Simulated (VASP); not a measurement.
# C (Fmmm) in VASP: notebook

Runs on C. Level: PBE+D3(BJ). Tasks: relaxation of cell and atoms, relaxation of the atoms.

Everything below comes from runs of VASP 6.6.1. Logs are shortened: lines on timing, memory, paths and dates and some standing lists are left out, and cuts for length are marked.

**1. The cell of the first run**

Symmetry: Fmmm, No. 69, orthorhombic system. The conventional cell has a = 2.465 Å, b = 4.269 Å, c = 6.799 Å, α = 90.00°, β = 90.00°, γ = 90.00°. Within 1.9 Å of C (site symmetry m2m) lie 3 C at 1.42 Å.

**2. Relaxation of cell and atoms, PBE+D3(BJ)**

File INCAR:

```
  ALGO = Normal
  EDIFF = 1E-7
  EDIFFG = -0.005
  ENCUT = 600
  GGA = PE
  IBRION = 2
  ISIF = 3
  ISMEAR = 0
  IVDW = 12
  LASPH = True
  LCHARG = False
  LREAL = False
  LWAVE = False
  NELM = 100
  NSW = 100
  PREC = Accurate
  SIGMA = 0.02
```

File KPOINTS:

```
k-points
0
Gamma
  18 18 18
```

File POSCAR:

```
C
1.0
    0.0000000000      2.1345566521      3.3995058141
    1.2324769541      0.0000000000      3.3995058141
    1.2324769541      2.1345566521      0.0000000000
C
2
Direct
    0.1667315844      0.8332684156      0.1667315844
    0.8332684156      0.1667315844      0.8332684156
```

Potentials or basis: VASP PAW PBE potentials, release 64 (C).

Launch:

```
cat potpaw_PBE.64/C/POTCAR > POTCAR
mpirun -np 1 vasp_std > vasp.out
```

OUTCAR:

```text
EDIFF = 1E-7
   EDIFFG = -0.005
   ENCUT = 600
   GGA = PE
   IBRION = 2
   ISIF = 3
   ISMEAR = 0
   IVDW = 12
   LASPH = True
   LREAL = False
   NELM = 100
   NSW = 100
   PREC = Accurate
 IVDW          = 12

 ion  position               nearest neighbor table
   1  0.167  0.833  0.167-   2 1.42   2 1.42   2 1.42
   2  0.833  0.167  0.833-   1 1.42   1 1.42   1 1.42

  LATTYP: Found a face centered orthorhombic cell.
 ALAT       =     2.4649539082
 B/A-ratio  =     1.7319241914
 C/A-ratio  =     2.7582713030

  Lattice vectors:

 A1 = (   0.0000000000,   2.1345566521,   3.3995058141)
 A2 = (   1.2324769541,   0.0000000000,   3.3995058141)
 A3 = (   1.2324769541,   2.1345566521,   0.0000000000)

Analysis of symmetry for initial positions (statically):
=====================================================================
 Subroutine PRICEL returns:
 Original cell was already a primitive cell.

 Routine SETGRP: Setting up the symmetry group for a
 face centered orthorhombic supercell.

 Subroutine GETGRP returns: Found  8 space group operations
 (whereof  8 operations were pure point group operations)
 out of a pool of  8 trial point group operations.

The static configuration has the point symmetry D_2h.

Analysis of symmetry for dynamics (positions and initial velocities):
=====================================================================
 Subroutine PRICEL returns:
 Original cell was already a primitive cell.

 Routine SETGRP: Setting up the symmetry group for a
 face centered orthorhombic supercell.

 Subroutine GETGRP returns: Found  8 space group operations
 (whereof  8 operations were pure point group operations)
 out of a pool of  8 trial point group operations.

The dynamic configuration has the point symmetry D_2h.

 Subroutine INISYM returns: Found  8 space group operations
 (whereof  8 operations are pure point group operations),
 and found     1 'primitive' translations

----------------------------------------------------------------------------------------

                                     Primitive cell

  volume of cell :      17.8868

  direct lattice vectors                    reciprocal lattice vectors
     0.000000000  2.134556652  3.399505814    -0.405687099  0.234240679  0.147080201
     1.232476954  0.000000000  3.399505814     0.405687099 -0.234240679  0.147080201
     1.232476954  2.134556652  0.000000000     0.405687099  0.234240679 -0.147080201

  length of vectors
     4.014096646  3.616025335  2.464818765     0.491002346  0.491002346  0.491002346

  position of ions in fractional coordinates (direct lattice)
     0.166731584  0.833268416  0.166731584
     0.833268416  0.166731584  0.833268416

  ion indices of the primitive-cell ions
   primitive index   ion index
                 1           1
                 2           2

----------------------------------------------------------------------------------------

 KPOINTS: k-points

Automatic generation of k-mesh.
 Grid dimensions read from file:
 generate k-points for:   18   18   18

 Generating k-lattice:

  Cartesian coordinates                     Fractional coordinates (reciprocal lattice)
    -0.022538172  0.013013371  0.008171122     0.055555556 -0.000000000 -0.000000000
     0.022538172 -0.013013371  0.008171122     0.000000000  0.055555556  0.000000000
     0.022538172  0.013013371 -0.008171122     0.000000000  0.000000000  0.055555556

  Length of vectors
     0.027277908  0.027277908  0.027277908

  Shift w.r.t. Gamma in fractional coordinates (k-lattice)
     0.000000000  0.000000000  0.000000000

 Subroutine IBZKPT returns following result:
 ===========================================

 Found    865 irreducible k-points:

 Following reciprocal coordinates:
            Coordinates               Weight
  0.000000  0.000000  0.000000      1.000000
  0.055556 -0.000000 -0.000000      8.000000
  0.111111 -0.000000 -0.000000      8.000000
  0.166667  0.000000  0.000000      8.000000
  0.222222  0.000000  0.000000      8.000000
  0.277778  0.000000  0.000000      8.000000
[... 16 lines left out ...]
 -0.277778  0.055556 -0.000000      8.000000
 -0.222222  0.055556  0.000000      8.000000
 [... further k-points ...]
   k-points           NKPTS =    865   k-points in BZ     NKDIM =    865   number of bands    NBANDS=      8
   number of dos      NEDOS =    301   number of ions     NIONS =      2
   total plane-waves  NPLWV =  19200
   dimension x,y,z NGX =    32 NGY =   30 NGZ =   20
   dimension x,y,z NGXF=    64 NGYF=   60 NGZF=   40
   ions per type =               2
   NGX,Y,Z   is equivalent  to a cutoff of  13.25, 13.79, 13.49 a.u.
   NGXF,Y,Z  is equivalent  to a cutoff of  26.51, 27.58, 26.98 a.u.
 SYSTEM =  unknown system
   PREC   = accura    normal or accurate (medium, high low for compatibility)
   ISTART =      0    job   : 0-new  1-cont  2-samecut
   ICHARG =      2    charge: 1-file 2-atom 10-const
   ISPIN  =      1    spin polarized calculation?
   LNONCOLLINEAR =      F non collinear calculations
   LSORBIT =      F    spin-orbit coupling
   LASPH  =      T    aspherical Exc in radial PAW
   ENCUT  =  600.0 eV  44.10 Ry    6.64 a.u.   8.02  7.22  4.92*2*pi/ulx,y,z
   NELM   =    100;   NELMIN=  2; NELMDL= -5     # of ELM steps
   EDIFF  = 0.1E-06   stopping-criterion for ELM
   LREAL  =      F    real-space projection
   EDIFFG = -.5E-02   stopping-criterion for IOM
   NSW    =    100    number of steps for IOM
   IBRION =      2    ionic relax: 0-MD 1-quasi-New 2-CG
   NFREE  =      1    steps in history (QN), initial steepest desc. (CG)
   ISIF   =      3    stress and relaxation
   ISYM   =      2    0-nonsym 1-usesym 2-fastsym
   POTIM  = 0.5000    time-step for ionic-motion
   TEBEG  =    0.0;   TEEND  =   0.0 temperature during run
   PSTRESS=    0.0 pullay stress
   NELECT =       8.0000    total number of electrons
   NUPDOWN=      -1.0000    fix difference up-down
   EMIN   =  10.00;   EMAX   =-10.00  energy-range for DOS
   EFERMI =   0.00;   METHOD = LEGACY
   ISMEAR =     0;   SIGMA  =   0.02  broadening in eV -4-tet -1-fermi 0-gaus
   EFERMI_NEDOS =   21; number of points for ismear=-14 and -15
   IALGO  =     38    algorithm
   IMIX   =      4    mixing-type and parameters
     AMIX     =   0.40;   BMIX     =  1.00
     AMIX_MAG =   1.60;   BMIX_MAG =  1.00
  volume/ion in A,a.u.               =       8.94        60.35
  Fermi-wavevector in a.u.,A,eV,Ry     =   1.251970  2.365881 21.326179  1.567430
  Thomas-Fermi vector in A             =   2.385893
   LORBIT       =      0    0 simple, 1 ext, 2 COOP (PROOUT), +10 PAW based schemes
   GGA     = PE    functional components
   LHFCALC =     F    Hartree Fock is set to
   AEXX    =    0.0000 exact exchange contribution
   IVDW    =    12    specifies the selected vdW correction
   LEPSILON=     F    determine dielectric tensor
   LRPA    =     F    only Hartree local field effects (RPA)
 conjugate gradient relaxation of ions
 non-spin polarized calculation
 Gauss-broadening in eV      SIGMA  =   0.02
  energy-cutoff  :      600.00
  volume of cell :       17.89
 maximum number of plane-waves:       617
   NGX = 15   NGY = 15   NGZ =  9

--------------------------------------- Ionic step        1  -------------------------------------------

 number of electron       8.0000000 magnetization

 Free energy of the ion-electron system (eV)
  ---------------------------------------------------
  ext. energy  EPLUGINS =         0.00000000
  ---------------------------------------------------
  free energy    TOTEN  =       -18.42915921 eV

  energy without entropy =      -18.42915862  energy(sigma->0) =      -18.42915892

------------------------ aborting loop because EDIFF is reached ----------------------------------------

 Edisp (eV)   -0.30777

 E8    (eV) :    -0.0871

  FORCE on cell =-STRESS in cart. coord.  units (eV):
  Direction    XX          YY          ZZ          XY          YZ          ZX
  --------------------------------------------------------------------------------------
  -------------------------------------------------------------------------------------
  Total       0.05052    -0.00288    -0.03714     0.00000     0.00000     0.00000
  in kB       4.52504    -0.25774    -3.32638     0.00000     0.00000     0.00000
  external pressure =        0.31 kB  Pullay stress =        0.00 kB
[... 97 lines left out ...]
  FREE ENERGIE OF THE ION-ELECTRON SYSTEM (eV)
  ---------------------------------------------------
  free  energy   TOTEN  =       -18.7369489861 eV

  energy  without entropy=      -18.7369484039  energy(sigma->0) =      -18.73694869

[... ionic steps 4 to 11 ...]

--------------------------------------- Ionic step       12  -------------------------------------------

 number of electron       8.0000000 magnetization

------------------------ aborting loop because EDIFF is reached ----------------------------------------

 Edisp (eV)   -0.31151

 E8    (eV) :    -0.0882
[... 69 lines left out ...]
  energy  without entropy=      -18.7371220265  energy(sigma->0) =      -18.73712222

--------------------------------------- Ionic step       14  -------------------------------------------

 number of electron       8.0000000 magnetization

 Free energy of the ion-electron system (eV)
  ---------------------------------------------------
  ext. energy  EPLUGINS =         0.00000000
  ---------------------------------------------------
  free energy    TOTEN  =       -18.42567960 eV

  energy without entropy =      -18.42567922  energy(sigma->0) =      -18.42567941

 E-fermi :   4.6493     XC(G=0): -10.2980

 val. band max:        4.6108847095   @ k =  -0.2778   0.0556   0.3333
 cond. band min:       4.6877649724   @ k =  -0.2222   0.1111   0.3333
 fundamental gap:      0.0768802629
 Fermi energy:         4.6493248018

 k-point     1 :       0.0000    0.0000    0.0000
  band No.  band energies     occupation
      1     -14.9979      2.00000
      2      -1.9142      2.00000
      3       1.6371      2.00000
      4       1.6548      2.00000
      5       8.9116      0.00000
      6      12.9814      0.00000
      7      13.0413      0.00000
      8      16.0375      0.00000
[... 243 lines left out ...]
 k-point    24 :      -0.2222    0.0556    0.0000
  band No.  band energies     occupation
      1     -13.1594      2.00000
      2      -3.4428      2.00000
      3      -0.6373      2.00000
      4      -0.0422      2.00000
      5      10.7838      0.00000
      6      11.4591      0.00000
      7      12.6877      0.00000
      8      19.0154      0.00000

 [... further k-points ...]

------------------------ aborting loop because EDIFF is reached ----------------------------------------

 Edisp (eV)   -0.31145

 E8    (eV) :    -0.0882

  FORCE on cell =-STRESS in cart. coord.  units (eV):
  Direction    XX          YY          ZZ          XY          YZ          ZX
  --------------------------------------------------------------------------------------
  -------------------------------------------------------------------------------------
  Total      -0.00383     0.00487     0.00037     0.00000     0.00000     0.00000
  in kB      -0.34630     0.44074     0.03312     0.00000     0.00000     0.00000
  external pressure =        0.04 kB  Pullay stress =        0.00 kB
[... 17 lines left out ...]
  FREE ENERGIE OF THE ION-ELECTRON SYSTEM (eV)
  ---------------------------------------------------
  free  energy   TOTEN  =       -18.7371251299 eV

  energy  without entropy=      -18.7371247449  energy(sigma->0) =      -18.73712494

 reached required accuracy - stopping structural energy minimisation
```

Run time: 29 min. Hardware: 1 thread of AMD EPYC 7R43 (Zen 3), shared host; peak memory 0.23 GiB.

What came out:

```yaml
Free_energy: -18.7371 eV
Relaxed_volume: 8.86 Å³/atom
Relaxed_cell: a = 3.986 Å, b = 3.585 Å, c = 2.465 Å, α = 80.09°, β = 62.38°, γ = 37.53°
Space_group_after_relaxing_to_0.05_Å: Fmmm (No. 69)
Energy_gained_by_relaxing: 0.1 meV/atom
Ionic_steps: 14
Pressure_after_relaxing: 0.0 GPa
Largest_force_after_relaxing: 0.005 eV/Å
Band_gap_on_the_k_mesh: 0.08 eV, indirect (least direct gap 0.15 eV)
Dispersion_energy_per_atom: -0.156 eV
```

Forces in eV/Å, atoms in the order of the input:
```
C    0.000  0.005  0.000
C    0.000 -0.005  0.000
```

Step by step:
```csv
step,energy change (eV),largest force (eV/Å),pressure (GPa),volume (Å³)
1,0.0000,0.0244,0.03,17.89
2,0.0001,0.1208,-0.45,17.89
3,0.0000,0.0130,-0.09,17.89
4,0.0000,0.0108,-0.21,17.88
5,0.0000,0.0142,-0.26,17.88
6,-0.0001,0.0107,-0.20,17.87
7,-0.0001,0.0003,-0.05,17.83
8,-0.0001,0.0207,0.26,17.77
9,-0.0001,0.0176,0.27,17.76
10,-0.0002,0.0083,0.25,17.74
11,-0.0002,0.0101,0.21,17.70
12,-0.0002,0.0076,0.21,17.70
13,-0.0002,0.0026,0.13,17.71
14,-0.0002,0.0046,0.00,17.71
```

Final structure:
```cif
data_structure
_symmetry_space_group_name_H-M 'P 1'
_symmetry_Int_Tables_number 1
_cell_length_a 3.9855
_cell_length_b 3.5846
_cell_length_c 2.4648
_cell_angle_alpha 80.092
_cell_angle_beta 62.375
_cell_angle_gamma 37.533
_cell_volume 17.71
loop_
_atom_site_label
_atom_site_type_symbol
_atom_site_fract_x
_atom_site_fract_y
_atom_site_fract_z
_atom_site_occupancy
C1 C 0.16668 0.83332 0.16669 1
C2 C 0.83331 0.16669 0.83332 1
```

A k mesh can miss the band edges.

**3. Relaxation of the atoms, PBE+D3(BJ)**

This run uses another cell than the first one, of 8.74 Å³/atom, 0.978 times its volume.

File INCAR:

```
SYSTEM = C
PREC     = Accurate       ! precision mode
ENCUT    = 520            ! plane-wave cutoff, eV
EDIFF    = 1E-7           ! SCF threshold, eV
ISMEAR   = 0              ! smearing method
SIGMA    = 0.02           ! smearing width, eV
LREAL    = .False.        ! projectors in reciprocal space
LASPH    = .True.         ! aspherical terms in the spheres
NELM     = 100            ! most SCF steps
ALGO     = Normal         ! electronic algorithm
ISIF     = 2              ! what is computed and relaxed
LWAVE    = .False.        ! write WAVECAR
LCHARG   = .False.        ! write CHGCAR
GGA      = PE             ! functional
IVDW     = 12             ! dispersion correction
IBRION   = 2              ! ionic algorithm
NSW      = 60             ! ionic steps
EDIFFG   = -0.01          ! ionic threshold
```

File KPOINTS:

```
Automatic mesh
0
Gamma
  18 18 18
  0 0 0
```

File POSCAR:

```
C
1.0
    0.0000000000      2.1270000000      3.3480000000
    1.2280000000      0.0000000000      3.3480000000
    1.2280000000      2.1270000000      0.0000000000
C
2
Direct
    0.1666700000      0.8333300000      0.1666700000
    0.8333300000      0.1666700000      0.8333300000
```

Potentials or basis: VASP PAW PBE potentials, release 64 (C).

Launch:

```
cat potpaw_PBE.64/C/POTCAR > POTCAR
mpirun -np 1 vasp_std > vasp.out
```

Wall time 60 s (1 thread of Intel Xeon 6975P-C (Granite Rapids), shared host); peak memory 0.23 GiB.

It converged, with:

* Free energy: -18.7291 eV
* Pressure after relaxing: 3.8 GPa
* Largest force after relaxing: 0.004 eV/Å
* Band gap on the k mesh: 0.08 eV, indirect (least direct gap 0.15 eV)
* Dispersion energy per atom: -0.157 eV

Forces on the atoms (eV/Å):
```
C    0.000  0.004  0.000
C    0.000 -0.004  0.000
```

Stress tensor (GPa, compression positive):
```
5.79 0.00 0.00
0.00 5.27 0.00
0.00 0.00 0.45
```

Final structure:
```xyz
2
Lattice="0.0000 2.1270 3.3480 1.2280 0.0000 3.3480 1.2280 2.1270 0.0000" Properties=species:S:1:pos:R:3 pbc="T T T"
C     1.2280    0.7090    3.3480
C     1.2280    3.5450    3.3480
```

Levels at points of the mesh, in eV from the valence-band top:
| k point | band 1 | band 2 | band 3 | band 4 | band 5 | band 6 | band 7 | band 8 |
| --- | --- | --- | --- | --- | --- | --- | --- | --- |
| (0.00, 0.00, 0.00) | -19.71 | -6.58 | -2.97 | -2.95 | 4.30 | 8.44 | 8.51 | 11.56 |
| (0.50, 0.00, 0.00) | -14.26 | -13.25 | -6.38 | -2.34 | 1.69 | 7.54 | 12.64 | 13.79 |
| (0.50, 0.50, 0.00) | -19.40 | -8.56 | -2.99 | -2.96 | 8.40 | 8.47 | 10.62 | 11.71 |
| (0.50, 0.00, 0.50) | -14.37 | -13.34 | -6.35 | -1.57 | 2.55 | 7.75 | 11.28 | 11.54 |
| (0.00, 0.50, 0.50) | -14.14 | -13.16 | -6.41 | -3.02 | 0.99 | 7.35 | 13.93 | 17.57 |

Caveat: the relaxation stopped at its first step, so nothing moved. A k mesh can miss the band edges.
